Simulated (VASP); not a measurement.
IrPt2: relaxation of cell and atoms with PBE

The system is IrPt2.

```
CELL_PARAMETERS angstrom
2.74397 -0.03119 0.00021
-0.05402 4.88159 -0.01898
0.00050 -0.02652 6.85441
ATOMIC_POSITIONS crystal
Ir 0.02338 0.00377 0.99640
Ir 0.48535 0.50157 0.00330
Pt 0.97270 0.33204 0.33040
Pt 0.51281 0.82410 0.32867
Pt 0.52640 0.16020 0.66881
Pt 0.97935 0.67832 0.67242
```

| Property | Result |
| --- | --- |
| Program | VASP 6.6.1 |
| Task | relaxation of cell and atoms |
| Functional | PBE |
| Potentials or basis | VASP PAW PBE potentials, release 64 (Ir, Pt) |
| Cutoff | 600 eV |
| k mesh | 8 × 4 × 4 |
| Occupations | gaussian, width 0.2 eV |
| Spin | no spin polarisation |
| Dipole correction | no |
| Further INCAR settings | ALGO = Fast; EDIFF = 1e-07; IBRION = 2; EDIFFG = -0.025; NSW = 80; ISIF = 3 |

The relaxed volume is 15.24 Å³/atom. The relaxed cell is a = 2.791 Å, b = 4.822 Å, c = 6.795 Å, α = 89.99°, β = 90.01°, γ = 90.01°, the space group after relaxing (to 0.1 Å) is P-3m1 (No. 164) and the energy gained by relaxing is 31.0 meV/atom. The ionic steps are 15 and the pressure after relaxing is 0.0 GPa. The largest force after relaxing is 0.021 eV/Å. The band gap on the k mesh is zero (bands 29 and 30 overlap by 1.95 eV).

Forces in eV/Å, atoms in the order of the input:
```
Ir  -0.002  0.000 -0.005
Ir  -0.007 -0.007  0.004
Pt   0.014  0.015 -0.003
Pt   0.006  0.012  0.002
Pt  -0.010 -0.015  0.003
Pt  -0.002 -0.005 -0.001
```

Step by step:
| step | energy change (eV) | largest force (eV/Å) | pressure (GPa) | volume (Å³) |
| --- | --- | --- | --- | --- |
| 1 | 0.0000 | 1.1690 | 0.14 | 91.80 |
| 2 | -0.1343 | 0.4280 | -1.13 | 91.95 |
| 3 | -0.1354 | 0.4664 | -1.16 | 91.97 |
| 4 | -0.1609 | 0.3055 | 3.14 | 90.51 |
| 5 | -0.1613 | 0.3195 | 2.68 | 90.65 |
| 6 | -0.1789 | 0.1664 | 0.96 | 91.15 |
| 7 | -0.1815 | 0.1376 | 0.04 | 91.44 |
| 8 | -0.1835 | 0.1108 | -0.07 | 91.47 |
| 9 | -0.1852 | 0.0555 | -0.29 | 91.54 |
| 10 | -0.1855 | 0.0354 | 0.30 | 91.34 |
| 11 | -0.1856 | 0.0380 | 0.24 | 91.36 |
| 12 | -0.1859 | 0.0263 | 0.11 | 91.40 |
| 13 | -0.1859 | 0.0295 | 0.01 | 91.44 |
| 14 | -0.1859 | 0.0290 | 0.02 | 91.43 |
| 15 | -0.1860 | 0.0210 | -0.04 | 91.45 |

Final structure:
```xyz
6
Lattice="2.7913 -0.0002 -0.0002 -0.0008 4.8216 0.0007 -0.0007 0.0006 6.7953" Properties=species:S:1:pos:R:3 pbc="T T T"
Ir    0.0007    0.0005    0.0004
Ir    1.3955    2.4122    6.7952
Pt    2.7881    1.6083    2.2350
Pt    1.3928    4.0192    2.2355
Pt    1.3969    0.8023    4.5603
Pt    0.0001    3.2129    4.5608
```

Levels at points of the mesh, in eV from the Fermi level:
```
           k point  band 27  band 28  band 29  band 30  band 31  band 32
(0.00, 0.00, 0.00)    -0.25    -0.23    -0.03     0.00     0.46     0.64
(0.50, 0.00, 0.00)    -0.06    -0.06     0.36     0.36     2.02     2.03
(0.00, 0.50, 0.00)    -1.65    -1.65    -0.89    -0.89     0.30     0.30
(0.50, 0.50, 0.00)     0.63     0.64     1.06     1.06     1.71     1.71
(0.00, 0.00, 0.50)    -0.51    -0.48    -0.03     0.09     0.20     0.32
(0.50, 0.00, 0.50)     0.03     0.03     0.66     0.66     1.94     1.95
(0.00, 0.50, 0.50)    -1.64    -1.64    -0.65    -0.65    -0.43    -0.43
(0.50, 0.50, 0.50)     0.08     0.08     0.20     0.20     1.02     1.02
```

Wall time 66 min on 1 thread of Intel Xeon 8259CL, on a shared host, peak memory 0.39 GiB.

Caveat: the highest band is partly filled, so the run has too few bands; spin-orbit coupling is left out, which moves the levels of the heavy elements.
